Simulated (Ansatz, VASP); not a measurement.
# Ta: VASP beside Ansatz

Contents of INCAR:

```
PREC = Accurate
ENCUT = 520
EDIFF = 1E-6
ISMEAR = 0
SIGMA = 0.15
LREAL = F
LASPH = T
NELM = 60
ALGO = Normal
ISIF = 2
LWAVE = F
LCHARG = F
GGA = PE
NBANDS = 12
```

File KPOINTS:

```
regular mesh
0
Gamma
  22 22 22
```

File POSCAR:

```
Ta
1.0
   -0.8737478697      1.7474957394      1.7474957394
    1.7474957394     -0.8737478697      1.7474957394
    1.7474957394      1.7474957394     -0.8737478697
Ta
1
Direct
    0.0000000000      0.0000000000      0.0000000000
```

Input for Ansatz:

```yaml
crystal:
  lattice:
    - [-0.8737478697, 1.7474957394, 1.7474957394]
    - [1.7474957394, -0.8737478697, 1.7474957394]
    - [1.7474957394, 1.7474957394, -0.8737478697]
  atoms:
    - { symbol: Ta, position: [0.0, 0.0, 0.0] }
basis:
  ecutwfc: 420
kpoints:
  mp_grid: { grid: [22, 22, 22] }
hamiltonian:
  xc: pbe
scf:
  occupations: { method: gaussian, width: 0.15 }
output:
  forces: true
  stress: true
  eigenvalues: true
```

Alike in both runs: task single point; functional PBE; k mesh 22 × 22 × 22; occupations gaussian, width 0.15 eV; no spin polarisation.

```csv
,VASP,Ansatz
version,VASP 6.6.1,Ansatz 0.2.0
potentials or method,"VASP PAW PBE potentials, release 64 (Ta_pv), cutoff 520 eV","scalar-relativistic, plane waves, PAW"
valence electrons in the cell,11,13
```

|  | VASP | Ansatz | Ansatz less VASP |
| --- | --- | --- | --- |
| gap on the k mesh at the Fermi level (eV) | none | none | - |
| pressure (GPa) | 26.1 | 25.7 | -0.36 |

A gap of «none» marks a metal or a gap that the smearing closes. With one functional, cell and mesh, what is left measures potentials, basis and numerics. VASP's potentials hold 11 valence electrons a cell and Ansatz's 13, so a difference there can come from the potentials and not from the codes.

Neither program's run includes spin-orbit coupling.
